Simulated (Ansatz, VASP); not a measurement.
## Pt3Pb: VASP beside Ansatz

File INCAR:

```
SYSTEM = Pt3Pb
PREC = Accurate
ENCUT = 520
EDIFF = 1E-8
ISMEAR = -1
SIGMA = 0.03
LREAL = .False.
LASPH = .True.
NELM = 80
ALGO = Normal
ISIF = 2
LWAVE = .False.
LCHARG = .False.
LEFG = .True.
NBANDS = 30
```

Contents of KPOINTS:

```
Automatic mesh
0
Gamma
  9 9 9
  0 0 0
```

File POSCAR:

```
Pt3Pb
1.0
    4.0580000000      0.0000000000      0.0000000000
    0.0000000000      4.0580000000      0.0000000000
    0.0000000000      0.0000000000      4.0174200000
Pt Pb
3 1
Direct
    0.0000000000      0.5000000000      0.5000000000
    0.5000000000      0.0000000000      0.5000000000
    0.5000000000      0.5000000000      0.0000000000
    0.0000000000      0.0000000000      0.0000000000
```

Input for Ansatz:

```yaml
crystal:
  lattice:
    - [4.058, 0.0, 0.0]
    - [0.0, 4.058, 0.0]
    - [0.0, 0.0, 4.01742]
  atoms:
    - { symbol: Pt, position: [0.0, 0.5, 0.5] }
    - { symbol: Pt, position: [0.5, 0.0, 0.5] }
    - { symbol: Pt, position: [0.5, 0.5, 0.0] }
    - { symbol: Pb, position: [0.0, 0.0, 0.0] }
kpoints:
  mp_grid: { grid: [9, 9, 9] }
scf:
  occupations: { method: fermi_dirac, width: 0.03 }
hamiltonian:
  xc: lda
  pseudopotentials: { kind: all_electron, datasets: crystal }
output:
  forces: true
  stress: true
  eigenvalues: true
  efg: { contact_densities: true }
```

Change from the starting cell: zz strain of -1 %, crystal datasets.

Alike in both runs: task electric field gradients; functional LDA; k mesh 9 × 9 × 9; occupations fermi-dirac, width 0.03 eV; no spin polarisation.

|  | VASP | Ansatz |
| --- | --- | --- |
| version | VASP 6.6.1 | Ansatz 0.2.0 |
| potentials or method | VASP PAW LDA potentials, release 64 (Pt, Pb_d), cutoff 520 eV | all-electron PAW with datasets made for the crystal, scalar-relativistic |

```tsv
	VASP	Ansatz	Ansatz less VASP
pressure (GPa)	-0.1	-0.7	-0.65
traceless stress, the component that is largest in VASP (GPa)	0.60	0.58	-0.013
size of Vzz on the site where it differs most (V/Å²)	148.5	162.9	+14.42
```

LDA's correlation is that of Perdew and Zunger in VASP and of Perdew and Wang (1992) in Ansatz. Ansatz ran all-electron here, and VASP with PAW potentials.

Spin-orbit coupling is off throughout.
